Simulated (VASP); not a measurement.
# TiSi2 (Fddd) in VASP: single point with r2SCAN

Aim: the single point of TiSi2 with r2SCAN.

Everything below comes from runs of VASP 6.6.1. Logs are shortened: lines on timing, memory, paths and dates and some standing lists are left out, and cuts for length are marked.

### 1 The cell of the first run

Symmetry: Fddd, No. 70, orthorhombic system. Conventional cell: a = 4.765 Å, b = 8.222 Å, c = 8.509 Å, α = 90.00°, β = 90.00°, γ = 90.00°. Within 3.3 Å of Ti (site symmetry 222) lie 10 Si at 2.53 to 2.75 Å and 4 Ti at 3.19 Å. Within 3.3 Å of Si (site symmetry 2) lie 5 Ti at 2.53 to 2.75 Å and 9 Si at 2.53 to 3.19 Å.

### 2 Single point, r2SCAN

POSCAR

```
TiSi2
1.0
   -4.1112230000      2.3825730000      0.0000000000
    0.0000000000      2.3825730000      4.2544870000
    4.1112230000      2.3825730000      0.0000000000
Ti Si
2 4
Direct
    0.0000000000      0.0000000000      0.0000000000
    0.7500000000      0.5000000000      0.2500000000
    0.6670000000      0.0000000000      0.3330000000
    0.3330000000      0.0000000000      0.6670000000
    0.0830000000      0.5000000000      0.9170000000
    0.4170000000      0.5000000000      0.5830000000
```

INCAR.step1

```
SYSTEM = TiSi2
PREC = Accurate
ENCUT = 520
ISMEAR = -1
SIGMA = 0.0224
LREAL = .False.
LASPH = .True.
NELM = 60
NBANDS = 29
GGA = PE
ALGO = Normal
EDIFF = 1E-4
LWAVE = .True.
LCHARG = .False.
```

INCAR.step2

```
SYSTEM = TiSi2
PREC = Accurate
ENCUT = 520
EDIFF = 1E-7
ISMEAR = -1
SIGMA = 0.0224
LREAL = .False.
LASPH = .True.
NELM = 60
ALGO = Normal
ISIF = 2
LWAVE = .False.
LCHARG = .True.
METAGGA = R2SCAN
LMIXTAU = .True.
LELF = .True.
LVHAR = .True.
NBANDS = 29
ISTART = 1
```

KPOINTS

```
Automatic mesh
0
Gamma
  7 7 7
  0 0 0
```

Potentials or basis: VASP PAW PBE potentials, release 64 (Ti_sv, Si).

The run is started by

```bash
$ cat potpaw_PBE.64/Ti_sv/POTCAR potpaw_PBE.64/Si/POTCAR > POTCAR
$ cp INCAR.step1 INCAR
$ mpirun -np 1 vasp_std > vasp.out
$ cp INCAR.step2 INCAR
$ mpirun -np 1 vasp_std > vasp.out
```

OUTCAR:

```text
SYSTEM = TiSi2
   PREC = Accurate
   ENCUT = 520
   EDIFF = 1E-7
   ISMEAR = -1
   LREAL = .False.
   LASPH = .True.
   NELM = 60
   ISIF = 2
   METAGGA = R2SCAN
   ISTART = 1

 ion  position               nearest neighbor table
   1  0.000  0.000  0.000-   5 2.53   6 2.53   5 2.53   6 2.53   3 2.74   4 2.74   4 2.75   3 2.75
                             4 2.75   3 2.75
   2  0.750  0.500  0.250-   4 2.53   3 2.53   4 2.53   3 2.53   5 2.74   6 2.74   5 2.75   6 2.75
                             6 2.75   5 2.75
   3  0.667  0.000  0.333-   2 2.53   2 2.53   5 2.53   5 2.53   1 2.74   4 2.75   4 2.75   4 2.75
                             1 2.75   1 2.75
   4  0.333  0.000  0.667-   2 2.53   2 2.53   6 2.53   6 2.53   1 2.74   3 2.75   3 2.75   3 2.75
                             1 2.75   1 2.75
   5  0.083  0.500  0.917-   1 2.53   1 2.53   3 2.53   3 2.53   2 2.74   6 2.75   6 2.75   6 2.75
                             2 2.75   2 2.75
   6  0.417  0.500  0.583-   1 2.53   1 2.53   4 2.53   4 2.53   2 2.74   5 2.75   5 2.75   5 2.75
                             2 2.75   2 2.75

  LATTYP: Found a face centered orthorhombic cell.
 ALAT       =     4.7651460000
 B/A-ratio  =     1.7255391545
 C/A-ratio  =     1.7856691065

  Lattice vectors:

 A1 = (   4.1112230000,   0.0000000000,  -4.2544870000)
 A2 = (   0.0000000000,   2.3825730000,  -4.2544870000)
 A3 = (   4.1112230000,   2.3825730000,   0.0000000000)

Analysis of symmetry for initial positions (statically):
=====================================================================
 Subroutine PRICEL returns:
 Original cell was already a primitive cell.

 Routine SETGRP: Setting up the symmetry group for a
 face centered orthorhombic supercell.

 Subroutine GETGRP returns: Found  8 space group operations
 (whereof  4 operations were pure point group operations)
 out of a pool of  8 trial point group operations.

The static configuration has the point symmetry D_2 .
 The point group associated with its full space group is D_2h.

Analysis of symmetry for dynamics (positions and initial velocities):
=====================================================================
 Subroutine PRICEL returns:
 Original cell was already a primitive cell.

 Routine SETGRP: Setting up the symmetry group for a
 face centered orthorhombic supercell.

 Subroutine GETGRP returns: Found  8 space group operations
 (whereof  4 operations were pure point group operations)
 out of a pool of  8 trial point group operations.

The dynamic configuration has the point symmetry D_2 .
 The point group associated with its full space group is D_2h.

 Subroutine INISYM returns: Found  8 space group operations
 (whereof  4 operations are pure point group operations),
 and found     1 'primitive' translations

----------------------------------------------------------------------------------------

                                     Primitive cell

  volume of cell :      83.3479

  direct lattice vectors                    reciprocal lattice vectors
    -4.111223000  2.382573000  0.000000000    -0.121618312  0.209857159 -0.117522982
     0.000000000  2.382573000  4.254487000     0.000000000  0.000000000  0.235045964
     4.111223000  2.382573000  0.000000000     0.121618312  0.209857159 -0.117522982

  length of vectors
     4.751716391  4.876198697  4.751716391     0.269523083  0.235045964  0.269523083

  position of ions in fractional coordinates (direct lattice)
     0.000000000  0.000000000  0.000000000
     0.750000000  0.500000000  0.250000000
     0.667000000  0.000000000  0.333000000
     0.333000000  0.000000000  0.667000000
     0.083000000  0.500000000  0.917000000
     0.417000000  0.500000000  0.583000000

  ion indices of the primitive-cell ions
   primitive index   ion index
                 1           1
                 2           2
                 3           3
                 4           4
                 5           5
                 6           6

----------------------------------------------------------------------------------------

 KPOINTS: Automatic mesh

Automatic generation of k-mesh.
 Grid dimensions read from file:
 generate k-points for:    7    7    7

 Generating k-lattice:

  Cartesian coordinates                     Fractional coordinates (reciprocal lattice)
    -0.017374045  0.029979594 -0.016788997     0.142857143  0.000000000  0.000000000
     0.000000000  0.000000000  0.033577995     0.000000000  0.142857143  0.000000000
     0.017374045  0.029979594 -0.016788997     0.000000000  0.000000000  0.142857143

  Length of vectors
     0.038503298  0.033577995  0.038503298

  Shift w.r.t. Gamma in fractional coordinates (k-lattice)
     0.000000000  0.000000000  0.000000000

 Subroutine IBZKPT returns following result:
 ===========================================

 Found     64 irreducible k-points:

 Following reciprocal coordinates:
            Coordinates               Weight
  0.000000  0.000000  0.000000      1.000000
  0.142857  0.000000  0.000000      8.000000
  0.285714 -0.000000 -0.000000      8.000000
  0.428571 -0.000000 -0.000000      8.000000
  0.000000  0.142857  0.000000      2.000000
  0.285714  0.142857 -0.000000      4.000000
[... 16 lines left out ...]
  0.142857  0.142857  0.142857      2.000000
  0.285714  0.142857  0.142857      8.000000
 [... further k-points ...]
   k-points           NKPTS =     64   k-points in BZ     NKDIM =     64   number of bands    NBANDS=     29
   number of dos      NEDOS =    301   number of ions     NIONS =      6
   total plane-waves  NPLWV =  46656
   dimension x,y,z NGX =    36 NGY =   36 NGZ =   36
   dimension x,y,z NGXF=    72 NGYF=   72 NGZF=   72
   ions per type =               2   4
   NGX,Y,Z   is equivalent  to a cutoff of  12.60, 12.27, 12.60 a.u.
   NGXF,Y,Z  is equivalent  to a cutoff of  25.19, 24.55, 25.19 a.u.
 SYSTEM =  TiSi2
   PREC   = accura    normal or accurate (medium, high low for compatibility)
   ISTART =      1    job   : 0-new  1-cont  2-samecut
   ICHARG =      0    charge: 1-file 2-atom 10-const
   ISPIN  =      1    spin polarized calculation?
   LNONCOLLINEAR =      F non collinear calculations
   LSORBIT =      F    spin-orbit coupling
   LASPH  =      T    aspherical Exc in radial PAW
   ENCUT  =  520.0 eV  38.22 Ry    6.18 a.u.   8.84  9.07  8.84*2*pi/ulx,y,z
   NELM   =     60;   NELMIN=  2; NELMDL=  0     # of ELM steps
   EDIFF  = 0.1E-06   stopping-criterion for ELM
   LREAL  =      F    real-space projection
   EDIFFG = 0.1E-05   stopping-criterion for IOM
   NSW    =      0    number of steps for IOM
   IBRION =     -1    ionic relax: 0-MD 1-quasi-New 2-CG
   NFREE  =      0    steps in history (QN), initial steepest desc. (CG)
   ISIF   =      2    stress and relaxation
   ISYM   =      2    0-nonsym 1-usesym 2-fastsym
   POTIM  = 0.5000    time-step for ionic-motion
   TEBEG  =    0.0;   TEEND  =   0.0 temperature during run
   PSTRESS=    0.0 pullay stress
   NELECT =      40.0000    total number of electrons
   NUPDOWN=      -1.0000    fix difference up-down
   EMIN   =  10.00;   EMAX   =-10.00  energy-range for DOS
   EFERMI =   0.00;   METHOD = LEGACY
   ISMEAR =    -1;   SIGMA  =   0.02  broadening in eV -4-tet -1-fermi 0-gaus
   EFERMI_NEDOS =   21; number of points for ismear=-14 and -15
   IALGO  =     38    algorithm
   IMIX   =      4    mixing-type and parameters
     AMIX     =   0.40;   BMIX     =  1.00
     AMIX_MAG =   1.60;   BMIX_MAG =  1.00
  volume/ion in A,a.u.               =      13.89        93.74
  Fermi-wavevector in a.u.,A,eV,Ry     =   1.281730  2.422119 22.352097  1.642833
  Thomas-Fermi vector in A             =   2.414083
   LORBIT       =      0    0 simple, 1 ext, 2 COOP (PROOUT), +10 PAW based schemes
   METAGGA = R2SCAN    functional components
   LHFCALC =     F    Hartree Fock is set to
   AEXX    =    0.0000 exact exchange contribution
   IVDW    =     0    specifies the selected vdW correction
   LEPSILON=     F    determine dielectric tensor
   LRPA    =     F    only Hartree local field effects (RPA)
 non-spin polarized calculation
  energy-cutoff  :      520.00
  volume of cell :       83.35
 maximum number of plane-waves:      2260
   NGX = 17   NGY = 19   NGZ = 17

 number of electron      40.0000008 magnetization

 Free energy of the ion-electron system (eV)
  ---------------------------------------------------
  ext. energy  EPLUGINS =         0.00000000
  ---------------------------------------------------
  free energy    TOTEN  =       -64.08110086 eV

  energy without entropy =      -64.07756851  energy(sigma->0) =      -64.07933468

 E-fermi :  10.3167     XC(G=0): -12.6040

 val. band max:       10.2952798371   @ k =  -0.4286  -0.1429   0.1429
 cond. band min:      10.3250685463   @ k =   0.4286  -0.0000  -0.0000
 fundamental gap:      0.0297887092
 Fermi energy:        10.3166994698

 k-point     1 :       0.0000    0.0000    0.0000
  band No.  band energies     occupation
      1     -48.2827      2.00000
      2     -48.2512      2.00000
      3     -23.6385      2.00000
      4     -23.6208      2.00000
      5     -23.5344      2.00000
      6     -23.5189      2.00000
[... 21 lines left out ...]
     28      14.2951      0.00000
     29      14.4166      0.00000

 k-point     2 :       0.1429    0.0000    0.0000
  band No.  band energies     occupation
      1     -48.2815      2.00000
      2     -48.2524      2.00000
      3     -23.6379      2.00000
      4     -23.6199      2.00000
      5     -23.5409      2.00000
      6     -23.5190      2.00000
[... 21 lines left out ...]
     28      14.3711      0.00000
     29      14.5597      0.00000

 k-point     3 :       0.2857   -0.0000   -0.0000
  band No.  band energies     occupation
      1     -48.2784      2.00000
      2     -48.2553      2.00000
      3     -23.6396      2.00000
      4     -23.6137      2.00000
      5     -23.5577      2.00000
      6     -23.5174      2.00000
[... 638 lines left out ...]
      5     -23.5343      2.00000
      6     -23.5247      2.00000
[... 21 lines left out ...]
     28      14.7476      0.00000
     29      15.1559      0.00000

 k-point    24 :       0.2857    0.1429    0.1429
  band No.  band energies     occupation
      1     -48.2784      2.00000
      2     -48.2552      2.00000
      3     -23.6445      2.00000
      4     -23.6307      2.00000
      5     -23.5395      2.00000
      6     -23.5271      2.00000
[... 21 lines left out ...]
     28      15.0935      0.00000
     29      15.9535      0.00000

 [... further k-points ...]
[... 5 lines left out ...]
  --------------------------------------------------------------------------------------
  -------------------------------------------------------------------------------------
  Total        0.0544175      0.9814655      0.5541838      0.0000000      0.0000000      0.0000000
  in kB        1.0460563     18.8664934     10.6529509      0.0000000      0.0000000      0.0000000
  external PRESSURE =      10.1885002 kB  Pullay stress =       0.0000000 kB

 VOLUME and BASIS-vectors are now :
 -----------------------------------------------------------------------------
  energy-cutoff  :      520.00
  volume of cell :       83.35
      direct lattice vectors                 reciprocal lattice vectors
    -4.111223000  2.382573000  0.000000000    -0.121618312  0.209857159 -0.117522982
     0.000000000  2.382573000  4.254487000     0.000000000  0.000000000  0.235045964
     4.111223000  2.382573000  0.000000000     0.121618312  0.209857159 -0.117522982

 POSITION                                       TOTAL-FORCE (eV/Angst)
 -----------------------------------------------------------------------------------
      0.00000      0.00000      0.00000        -0.000000      0.000000      0.000000
     -2.05561      3.57386      2.12724        -0.000000      0.000000      0.000000
     -1.37315      2.38257      0.00000         0.248176     -0.000000      0.000000
      1.37315      2.38257      0.00000        -0.248176     -0.000000      0.000000
      3.42876      3.57386      2.12724        -0.248176     -0.000000      0.000000
      0.68246      3.57386      2.12724         0.248176     -0.000000      0.000000
 -----------------------------------------------------------------------------------
    total drift:                                0.000000      0.000000     -0.000000

  FREE ENERGIE OF THE ION-ELECTRON SYSTEM (eV)
  ---------------------------------------------------
  free  energy   TOTEN  =       -64.0811008624 eV

  energy  without entropy=      -64.0775685062  energy(sigma->0) =      -64.07933468
```

Wall time 9.5 min (1 thread of Intel Xeon Platinum 8259CL at 2.50GHz (Skylake/Cascade Lake), shared host); peak memory 0.3 GiB.

Results:

- Free energy: -64.0811 eV
- Pressure: 1.0 GPa
- Largest force: 0.248 eV/Å
- Band gap on the k mesh: zero (band 20 reaches 11.09 eV, above the bottom of band 21 at 9.10 eV)

Forces on the atoms (eV/Å):
```
Ti   0.000  0.000  0.000
Ti   0.000  0.000  0.000
Si   0.248  0.000  0.000
Si  -0.248  0.000  0.000
Si  -0.248  0.000  0.000
Si   0.248  0.000  0.000
```

Caveat: the PAW data sets were made with another functional, which shifts forces and pressure a little.
